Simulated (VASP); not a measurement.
**Hf2Mo: single point with PBE**

Hf2Mo:

```xyz
3
Lattice="1.7463 1.0082 5.2741 -1.7463 1.0082 5.2741 0.0000 -2.0164 5.2741" Properties=species:S:1:pos:R:3 pbc="T T T"
Hf    0.0000    0.0000   11.8668
Hf    0.0000    0.0000    3.9556
Mo    0.0000    0.0000    0.0000
```

- Program: VASP 6.6.1
- Task: single point
- Functional: PBE
- Potentials or basis: VASP PAW PBE potentials, release 64 (Hf_pv, Mo_sv)
- Cutoff: 520 eV
- k mesh: 6 × 6 × 6
- Occupations: gaussian, width 0.1 eV
- Spin: no spin polarisation
- Dipole correction: no
- Further INCAR settings: ALGO = Normal; EDIFF = 1e-06; NBANDS = 24

```json
{"Pressure": "43.2 GPa", "Largest force": "5.766 eV/Å", "Band gap on the k mesh": "zero (band 17 reaches 7.78 eV, above the bottom of band 18 at 7.01 eV)"}
```

Forces in eV/Å, atoms in the order of the input:
```
Hf   0.000  0.000  5.766
Hf   0.000  0.000 -5.766
Mo   0.000  0.000  0.000
```

Stress tensor (GPa, compression positive):
```
45.91  0.00  0.00
 0.00 45.91  0.00
 0.00  0.00 37.88
```

Levels at points of the mesh, in eV from the Fermi level:
```
           k point  band 15  band 16  band 17  band 18  band 19  band 20
(0.00, 0.00, 0.00)    -2.81    -2.37    -2.37     1.14     1.14     1.48
(0.50, 0.00, 0.00)    -0.96    -0.87     0.01     0.42     0.52     2.19
(0.50, 0.50, 0.00)    -1.27    -0.52     0.58     0.73     1.39     1.87
(0.50, 0.50, 0.50)    -2.93    -2.64    -2.64     0.25     1.52     1.52
```

Wall time 65 s on 1 thread of Intel(R) Xeon(R) Platinum 8488C (Sapphire Rapids), with other jobs on the host, peak memory 0.26 GiB.

Caveat: spin-orbit coupling is left out, which moves the levels of the heavy elements; forces of over 1 eV/Å act on the atoms, so gaps and moduli don't describe the material at rest.
